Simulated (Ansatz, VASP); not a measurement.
This is a calculation of KTaO3 for Ansatz 0.2.0.

input.yaml

```yaml
crystal:
  lattice:
    - [4.0665218197, 0.0, 0.0]
    - [0.0, 4.0665218197, 0.0]
    - [0.0, 0.0, 4.0665218197]
  atoms:
    - { symbol: Ta, position: [0.0, 0.0, 0.0] }
    - { symbol: K, position: [0.5, 0.5, 0.5] }
    - { symbol: O, position: [0.0, 0.0, 0.5] }
    - { symbol: O, position: [0.0, 0.5, 0.0] }
    - { symbol: O, position: [0.5, 0.0, 0.0] }
hamiltonian:
  xc: pbesol
  pseudopotentials: { kind: paw }
kpoints:
  mp_grid: { grid: [7, 7, 7] }
scf:
  occupations: { method: fermi_dirac, width: 0.05 }
output:
  forces: true
  stress: true
  eigenvalues: true
```

Potentials or basis: Ansatz PAW.

The run is started by

```bash
$ ansatz run input.yaml --threads 1 --pin off --max-ram 3584MiB --backend cpu --events-out ev --progress --plain --runs-dir out
```

Question: Translate it to VASP 6.6.1. Potentials there: VASP PAW PBE potentials, release 64 (Ta_sv_GW, K_sv, O).

Answer: As run (the cutoff follows the program's own potentials):

File INCAR:

```
PREC     = Accurate       # precision mode
ENCUT    = 700            # plane-wave cutoff, eV
EDIFF    = 1E-6           # SCF threshold, eV
ISMEAR   = -1             # smearing method
SIGMA    = 0.05           # smearing width, eV
LREAL    = False          # projectors in reciprocal space
LASPH    = True           # aspherical terms in the spheres
NELM     = 120            # most SCF steps
ALGO     = Normal         # electronic algorithm
ISIF     = 2              # what is computed and relaxed
LWAVE    = False          # write WAVECAR
LCHARG   = True           # write CHGCAR
GGA      = PS             # functional
LELF     = True           # ELF
LVHAR    = True         
NBANDS   = 28             # bands
GGA_COMPAT= False
```

The input KPOINTS:

```
regular mesh
0
Gamma
  7 7 7
```

POSCAR

```
KTaO3
1.0
    4.0665218197      0.0000000000      0.0000000000
    0.0000000000      4.0665218197      0.0000000000
    0.0000000000      0.0000000000      4.0665218197
Ta K O
1 1 3
Direct
    0.0000000000      0.0000000000      0.0000000000
    0.5000000000      0.5000000000      0.5000000000
    0.0000000000      0.0000000000      0.5000000000
    0.0000000000      0.5000000000      0.0000000000
    0.5000000000      0.0000000000      0.0000000000
```

Potentials or basis: VASP PAW PBE potentials, release 64 (Ta_sv_GW, K_sv, O).

The run is started by

```sh
$ cat potpaw_PBE.64/Ta_sv_GW/POTCAR potpaw_PBE.64/K_sv/POTCAR potpaw_PBE.64/O/POTCAR > POTCAR
$ mpirun -np 1 vasp_std > vasp.out
```

Both were run:

|  | VASP | Ansatz | Ansatz less VASP |
| --- | --- | --- | --- |
| gap on the k mesh at the Fermi level (eV) | 2.05 | 2.06 | +0.010 |
| least direct gap on the mesh (eV) | 2.64 | 2.64 | +0.002 |
| pressure (GPa) | -10.7 | -10.7 | -0.02 |

VASP's potentials were made for PBE, not for PBEsol.

Spin-orbit coupling is off throughout. Noted on Ansatz's run: odd divisions of the mesh miss points on the zone boundary, where band edges often lie, so the gap on the mesh can be too wide.
